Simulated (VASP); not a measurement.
# Al2Pt (C2/m) in VASP: a series of runs

The runs below take Al2Pt through single point, with PBEsol.

Everything below comes from runs of VASP 6.6.1. Logs are shortened: lines on timing, memory, paths and dates and some standing lists are left out, and cuts for length are marked.

## Step 1: The cell of the first run

The structure is monoclinic, space group C2/m (No. 12). Conventional cell: a = 7.222 Å, b = 4.169 Å, c = 10.231 Å, α = 90.00°, β = 93.37°, γ = 90.00°. Al (site symmetry m) has 4 Pt at 2.55 Å and 6 Al at 2.95 Å within 3.4 Å. Al (site symmetry m) has 4 Pt at 2.55 to 2.62 Å and 6 Al at 2.76 to 3.46 Å within 3.5 Å. Within 3.4 Å of Al (site symmetry m) lie 4 Pt at 2.55 Å and 6 Al at 2.95 Å. Pt (site symmetry 2/m) has 8 Al at 2.55 Å within 3.4 Å. Pt (site symmetry m) has 8 Al at 2.55 to 2.62 Å within 3.4 Å.

## Step 2: Single point, PBEsol

INCAR

```
SYSTEM = Al2Pt
PREC     = Accurate       ! precision mode
ENCUT    = 520            ! plane-wave cutoff, eV
EDIFF    = 1E-7           ! SCF threshold, eV
ISMEAR   = 0              ! smearing method
SIGMA    = 0.15           ! smearing width, eV
LREAL    = .FALSE.        ! projectors in reciprocal space
LASPH    = .TRUE.         ! aspherical terms in the spheres
NELM     = 80             ! most SCF steps
ALGO     = Fast           ! electronic algorithm
ISIF     = 2              ! what is computed and relaxed
LWAVE    = .FALSE.        ! write WAVECAR
LCHARG   = .FALSE.        ! write CHGCAR
GGA      = PS             ! functional
NBANDS   = 34             ! bands
```

KPOINTS

```
Automatic mesh
0
G
  11 11 4
  0 0 0
```

POSCAR

```
Al2Pt
1.0
    2.9482572969     -2.9482572969      0.0000000000
    2.9482572969      0.0000000000     -2.9482572969
    6.3878908098      5.6508264856      5.6508264856
Al Pt
6 3
Direct
    0.6319430556      0.6319430556      0.4166833333
    0.9930541667     -0.0069458333      0.0833500000
    0.2708319444      0.2708319444      0.7500166667
    0.5902763889      0.5902763889      0.9166833333
    0.9513875000     -0.0486125000      0.5833500000
    0.3124986111      0.3124986111      0.2500166667
    0.2916652778      0.2916652778      0.5000166667
    0.6527763889      0.6527763889      0.1666833333
    0.9305541667     -0.0694458333      0.8333500000
```

Potentials or basis: VASP PAW PBE potentials, release 64 (Al, Pt).

Started as:

```bash
> cat potpaw_PBE.64/Al/POTCAR potpaw_PBE.64/Pt/POTCAR > POTCAR
> mpirun -np 1 vasp_std > vasp.out
```

OUTCAR:

```text
SYSTEM = Al2Pt
   PREC = Accurate
   ENCUT = 520
   EDIFF = 1E-7
   ISMEAR = 0
   LREAL = .FALSE.
   LASPH = .TRUE.
   NELM = 80
   ISIF = 2
   GGA = PS

 ion  position               nearest neighbor table
   1  0.632  0.632  0.417-   8 2.55   7 2.55   7 2.55   7 2.55   6 2.95   6 2.95   6 2.95   5 2.95
                             5 2.95   5 2.95
   2  0.993  0.993  0.083-   8 2.55   8 2.55   8 2.55   9 2.62   4 2.76   4 2.76   6 2.95   6 2.95
                             6 2.95
   3  0.271  0.271  0.750-   9 2.55   7 2.55   9 2.55   9 2.55   4 2.95   4 2.95   4 2.95   5 2.95
                             5 2.95   5 2.95
   4  0.590  0.590  0.917-   9 2.55   9 2.55   9 2.55   8 2.62   2 2.76   2 2.76   3 2.95   3 2.95
                             3 2.95
   5  0.951  0.951  0.583-   7 2.55   7 2.55   9 2.55   7 2.55   3 2.95   1 2.95   3 2.95   3 2.95
                             1 2.95   1 2.95
   6  0.312  0.312  0.250-   7 2.55   8 2.55   8 2.55   8 2.55   1 2.95   1 2.95   1 2.95   2 2.95
                             2 2.95   2 2.95
   7  0.292  0.292  0.500-   5 2.55   5 2.55   3 2.55   6 2.55   5 2.55   1 2.55   1 2.55   1 2.55

   8  0.653  0.653  0.167-   2 2.55   2 2.55   1 2.55   2 2.55   6 2.55   6 2.55   6 2.55   4 2.62

   9  0.931  0.931  0.833-   3 2.55   4 2.55   4 2.55   5 2.55   4 2.55   3 2.55   3 2.55   2 2.62

  LATTYP: Found a base centered monoclinic cell.
 ALAT       =     7.2217260078
 B/A-ratio  =     0.5773502692
 C/A-ratio  =     1.4166666666
 COS(beta)  =    -0.0588235294

  Lattice vectors:

 A1 = (  -2.9482572969,   2.9482572969,   0.0000000000)
 A2 = (  -2.9482572969,   0.0000000000,   2.9482572969)
 A3 = (   6.3878908098,   5.6508264856,   5.6508264856)

Analysis of symmetry for initial positions (statically):
=====================================================================
 Subroutine PRICEL returns:
 Original cell was already a primitive cell.

 Routine SETGRP: Setting up the symmetry group for a
 base centered monoclinic supercell.

 Subroutine GETGRP returns: Found  4 space group operations
 (whereof  2 operations were pure point group operations)
 out of a pool of  4 trial point group operations.

The static configuration has the point symmetry C_1h.
 The point group associated with its full space group is C_2h.

Analysis of symmetry for dynamics (positions and initial velocities):
=====================================================================
 Subroutine PRICEL returns:
 Original cell was already a primitive cell.

 Routine SETGRP: Setting up the symmetry group for a
 base centered monoclinic supercell.

 Subroutine GETGRP returns: Found  4 space group operations
 (whereof  2 operations were pure point group operations)
 out of a pool of  4 trial point group operations.

The dynamic configuration has the point symmetry C_1h.
 The point group associated with its full space group is C_2h.

 Subroutine INISYM returns: Found  4 space group operations
 (whereof  2 operations are pure point group operations),
 and found     1 'primitive' translations

----------------------------------------------------------------------------------------

                                     Primitive cell

  volume of cell :     153.7614

  direct lattice vectors                    reciprocal lattice vectors
     2.948257297 -2.948257297  0.000000000     0.108350260 -0.230833162  0.108350260
     2.948257297  0.000000000 -2.948257297     0.108350260  0.108350260 -0.230833162
     6.387890810  5.650826486  5.650826486     0.056530570  0.056530570  0.056530570

  length of vectors
     4.169465455  4.169465455 10.230778511     0.277062279  0.277062279  0.097913820

  position of ions in fractional coordinates (direct lattice)
     0.631943056  0.631943056  0.416683333
     0.993054167  0.993054167  0.083350000
     0.270831944  0.270831944  0.750016667
     0.590276389  0.590276389  0.916683333
     0.951387500  0.951387500  0.583350000
     0.312498611  0.312498611  0.250016667
     0.291665278  0.291665278  0.500016667
     0.652776389  0.652776389  0.166683333
     0.930554167  0.930554167  0.833350000

  ion indices of the primitive-cell ions
   primitive index   ion index
                 1           1
                 2           2
                 3           3
                 4           4
                 5           5
                 6           6
                 7           7
                 8           8
                 9           9

----------------------------------------------------------------------------------------

 KPOINTS: Automatic mesh

Automatic generation of k-mesh.
 Grid dimensions read from file:
 generate k-points for:   11   11    4

 Generating k-lattice:

  Cartesian coordinates                     Fractional coordinates (reciprocal lattice)
     0.009850024 -0.020984833  0.009850024     0.090909091  0.000000000 -0.000000000
     0.009850024  0.009850024 -0.020984833     0.000000000  0.090909091 -0.000000000
     0.014132643  0.014132643  0.014132643     0.000000000  0.000000000  0.250000000

  Length of vectors
     0.025187480  0.025187480  0.024478455

  Shift w.r.t. Gamma in fractional coordinates (k-lattice)
     0.000000000  0.000000000  0.000000000

 Subroutine IBZKPT returns following result:
 ===========================================

 Found    138 irreducible k-points:

 Following reciprocal coordinates:
            Coordinates               Weight
  0.000000  0.000000  0.000000      1.000000
  0.090909  0.000000 -0.000000      4.000000
  0.181818  0.000000  0.000000      4.000000
  0.272727  0.000000  0.000000      4.000000
  0.363636  0.000000 -0.000000      4.000000
  0.454545  0.000000  0.000000      4.000000
[... 16 lines left out ...]
 -0.272727  0.181818 -0.000000      4.000000
 -0.181818  0.181818  0.000000      2.000000
 [... further k-points ...]
   k-points           NKPTS =    138   k-points in BZ     NKDIM =    138   number of bands    NBANDS=     34
   number of dos      NEDOS =    301   number of ions     NIONS =      9
   total plane-waves  NPLWV =  81920
   dimension x,y,z NGX =    32 NGY =   32 NGZ =   80
   dimension x,y,z NGXF=    64 NGYF=   64 NGZF=  160
   ions per type =               6   3
   NGX,Y,Z   is equivalent  to a cutoff of  12.76, 12.76, 13.00 a.u.
   NGXF,Y,Z  is equivalent  to a cutoff of  25.52, 25.52, 26.00 a.u.
 SYSTEM =  Al2Pt
   PREC   = accura    normal or accurate (medium, high low for compatibility)
   ISTART =      0    job   : 0-new  1-cont  2-samecut
   ICHARG =      2    charge: 1-file 2-atom 10-const
   ISPIN  =      1    spin polarized calculation?
   LNONCOLLINEAR =      F non collinear calculations
   LSORBIT =      F    spin-orbit coupling
   LASPH  =      T    aspherical Exc in radial PAW
   ENCUT  =  520.0 eV  38.22 Ry    6.18 a.u.   7.75  7.75 19.02*2*pi/ulx,y,z
   NELM   =     80;   NELMIN=  2; NELMDL= -5     # of ELM steps
   EDIFF  = 0.1E-06   stopping-criterion for ELM
   LREAL  =      F    real-space projection
   EDIFFG = 0.1E-05   stopping-criterion for IOM
   NSW    =      0    number of steps for IOM
   IBRION =     -1    ionic relax: 0-MD 1-quasi-New 2-CG
   NFREE  =      0    steps in history (QN), initial steepest desc. (CG)
   ISIF   =      2    stress and relaxation
   ISYM   =      2    0-nonsym 1-usesym 2-fastsym
   POTIM  = 0.5000    time-step for ionic-motion
   TEBEG  =    0.0;   TEEND  =   0.0 temperature during run
   PSTRESS=    0.0 pullay stress
   NELECT =      48.0000    total number of electrons
   NUPDOWN=      -1.0000    fix difference up-down
   EMIN   =  10.00;   EMAX   =-10.00  energy-range for DOS
   EFERMI =   0.00;   METHOD = LEGACY
   ISMEAR =     0;   SIGMA  =   0.15  broadening in eV -4-tet -1-fermi 0-gaus
   EFERMI_NEDOS =   21; number of points for ismear=-14 and -15
   IALGO  =     68    algorithm
   IMIX   =      4    mixing-type and parameters
     AMIX     =   0.40;   BMIX     =  1.00
     AMIX_MAG =   1.60;   BMIX_MAG =  1.00
  volume/ion in A,a.u.               =      17.08       115.29
  Fermi-wavevector in a.u.,A,eV,Ry     =   1.110553  2.098642 16.780458  1.233329
  Thomas-Fermi vector in A             =   2.247106
   LORBIT       =      0    0 simple, 1 ext, 2 COOP (PROOUT), +10 PAW based schemes
   GGA     = PS    functional components
   LHFCALC =     F    Hartree Fock is set to
   AEXX    =    0.0000 exact exchange contribution
   IVDW    =     0    specifies the selected vdW correction
   LEPSILON=     F    determine dielectric tensor
   LRPA    =     F    only Hartree local field effects (RPA)
 non-spin polarized calculation
 RMM-DIIS sequential band-by-band and
 Gauss-broadening in eV      SIGMA  =   0.15
  energy-cutoff  :      520.00
  volume of cell :      153.76
 maximum number of plane-waves:      4166
   NGX = 15   NGY = 15   NGZ = 37

 number of electron      47.9999999 magnetization

 Free energy of the ion-electron system (eV)
  ---------------------------------------------------
  ext. energy  EPLUGINS =         0.00000000
  ---------------------------------------------------
  free energy    TOTEN  =       -53.15315620 eV

  energy without entropy =      -53.10936768  energy(sigma->0) =      -53.13126194

 E-fermi :   7.8686     XC(G=0): -10.8472

 val. band max:        7.8605751149   @ k =   0.2727   0.1818   0.2500
 cond. band min:       7.8773965502   @ k =   0.1818   0.1818   0.5000
 fundamental gap:      0.0168214353
 Fermi energy:         7.8685563218

 k-point     1 :       0.0000    0.0000    0.0000
  band No.  band energies     occupation
      1      -2.4164      2.00000
      2      -1.0106      2.00000
      3      -0.9877      2.00000
      4       2.1549      2.00000
      5       2.1736      2.00000
      6       2.7294      2.00000
[... 26 lines left out ...]
     33      13.1838      0.00000
     34      13.2082      0.00000
[... 820 lines left out ...]
      4       1.9066      2.00000
      5       1.9787      2.00000
      6       2.1696      2.00000
[... 26 lines left out ...]
     33      12.9787      0.00000
     34      12.9973      0.00000

 [... further k-points ...]

------------------------ aborting loop because EDIFF is reached ----------------------------------------

  FORCE on cell =-STRESS in cart. coord.  units (eV):
  Direction    XX          YY          ZZ          XY          YZ          ZX
  --------------------------------------------------------------------------------------
  -------------------------------------------------------------------------------------
  Total       -1.7062966      0.3830850      0.3830850     -0.8191039     -0.3482256     -0.8191041
  in kB      -17.7794245      3.9917039      3.9917039     -8.5349737     -3.6284733     -8.5349755
  external PRESSURE =      -3.2653389 kB  Pullay stress =       0.0000000 kB

 VOLUME and BASIS-vectors are now :
 -----------------------------------------------------------------------------
  energy-cutoff  :      520.00
  volume of cell :      153.76
      direct lattice vectors                 reciprocal lattice vectors
     2.948257297 -2.948257297  0.000000000     0.108350260 -0.230833162  0.108350260
     2.948257297  0.000000000 -2.948257297     0.108350260  0.108350260 -0.230833162
     6.387890810  5.650826486  5.650826486     0.056530570  0.056530570  0.056530570

 POSITION                                       TOTAL-FORCE (eV/Angst)
 -----------------------------------------------------------------------------------
      6.38799      0.49147      0.49147        -0.032937     -0.044670     -0.044670
      6.38799     -2.45678     -2.45678        -0.121619      0.235595      0.235595
      6.38799      3.43973      3.43973         0.047448     -0.022451     -0.022451
      9.33625      3.43973      3.43973         0.121619     -0.235595     -0.235595
      9.33625      0.49147      0.49147         0.032937      0.044670      0.044670
      3.43973      0.49147      0.49147        -0.047448      0.022451      0.022451
      4.91386      1.96560      1.96560         0.000000      0.000000      0.000000
      4.91386     -0.98265     -0.98265        -0.294736     -0.156314     -0.156314
     10.81038      1.96560      1.96560         0.294736      0.156314      0.156314
 -----------------------------------------------------------------------------------
    total drift:                               -0.000003     -0.000003     -0.000003

  FREE ENERGIE OF THE ION-ELECTRON SYSTEM (eV)
  ---------------------------------------------------
  free  energy   TOTEN  =       -53.1531562025 eV

  energy  without entropy=      -53.1093676792  energy(sigma->0) =      -53.13126194
```

Run time: 6.2 min. Hardware: 1 thread of Intel Xeon 6975P-C (Granite Rapids), shared host; peak memory 0.67 GiB.

Results:

```
Free energy            : -53.1532 eV
Pressure               : -0.3 GPa
Largest force          : 0.368 eV/Å
Band gap on the k mesh : zero (bands 24 and 25 overlap by 3.64 eV)
```

Forces on the atoms (eV/Å):
```
Al  -0.033 -0.045 -0.045
Al  -0.122  0.236  0.236
Al   0.047 -0.022 -0.022
Al   0.122 -0.236 -0.236
Al   0.033  0.045  0.045
Al  -0.047  0.022  0.022
Pt   0.000  0.000  0.000
Pt  -0.295 -0.156 -0.156
Pt   0.295  0.156  0.156
```

Caveat: the PAW data sets were made with another functional, which shifts forces and pressure a little; spin-orbit coupling is left out, which moves the levels of the heavy elements.

## Step 3: Single point, PBEsol

This run uses another cell than the first one, of the same volume but with other edges.

INCAR

```
PREC = Accurate
ENCUT = 520
EDIFF = 1E-6
ISMEAR = 0
SIGMA = 0.15
LREAL = False
LASPH = True
NELM = 60
ALGO = Fast
ISIF = 2
LWAVE = False
LCHARG = False
GGA = PS
NBANDS = 34
```

KPOINTS

```
Automatic mesh
0
Gamma
  11 11 4
```

POSCAR

```
Al2Pt
1.0
    2.9482572969     -2.9482572969      0.0000000000
    2.9482572969      0.0000000000     -2.9482572969
    9.3361481068      4.1766978372      4.1766978372
Al Pt
6 3
Direct
    0.4236013889      0.4236013889      0.4166833333
    0.9513791667     -0.0486208333      0.0833500000
   -0.1041763889     -0.1041763889      0.7500166667
    0.1319347222      0.1319347222      0.9166833333
    0.6597125000     -0.3402875000      0.5833500000
    0.1874902778      0.1874902778      0.2500166667
    0.0416569444      0.0416569444      0.5000166667
    0.5694347222      0.5694347222      0.1666833333
    0.5138791667     -0.4861208333      0.8333500000
```

Potentials or basis: VASP PAW PBE potentials, release 64 (Al, Pt).

Started as:

```bash
> cat potpaw_PBE.64/Al/POTCAR potpaw_PBE.64/Pt/POTCAR > POTCAR
> mpirun -np 1 vasp_std > vasp.out
```

It took 5.7 min on 1 thread of Intel Xeon 6975P-C (Granite Rapids), shared host; peak memory 0.68 GiB.

It converged, with:

```
Free energy            : -47.7435 eV
Pressure               : 7.9 GPa
Largest force          : 15.451 eV/Å
Band gap on the k mesh : zero (bands 24 and 25 overlap by 3.64 eV)
```

Forces in eV/Å, atoms in the order of the input:
```
Al   -0.117  -0.136  -0.136
Al    3.637  10.618  10.618
Al    0.005   0.004   0.004
Al   -3.637 -10.618 -10.618
Al    0.117   0.136   0.136
Al   -0.005  -0.004  -0.004
Pt    0.000   0.000   0.000
Pt   -0.139  -0.002  -0.002
Pt    0.139   0.002   0.002
```

Stress tensor (GPa, compression positive):
```
-0.48  3.50  3.50
 3.50 12.08 13.44
 3.50 13.44 12.08
```

Levels at points of the mesh, in eV from the Fermi level:
```
           k point  band 21  band 22  band 23  band 24  band 25  band 26  band 27  band 28  band 29  band 30
(0.00, 0.00, 0.00)     0.97     1.47     1.99     2.68     2.77     2.77     2.81     3.25     3.81     4.24
(0.00, 0.00, 0.50)     1.05     1.44     1.50     1.60     2.23     3.01     3.51     3.65     3.69     3.82
```

Caveat: the cell stands under pressure; the PAW data sets were made with another functional, which shifts forces and pressure a little; spin-orbit coupling is left out, which moves the levels of the heavy elements.
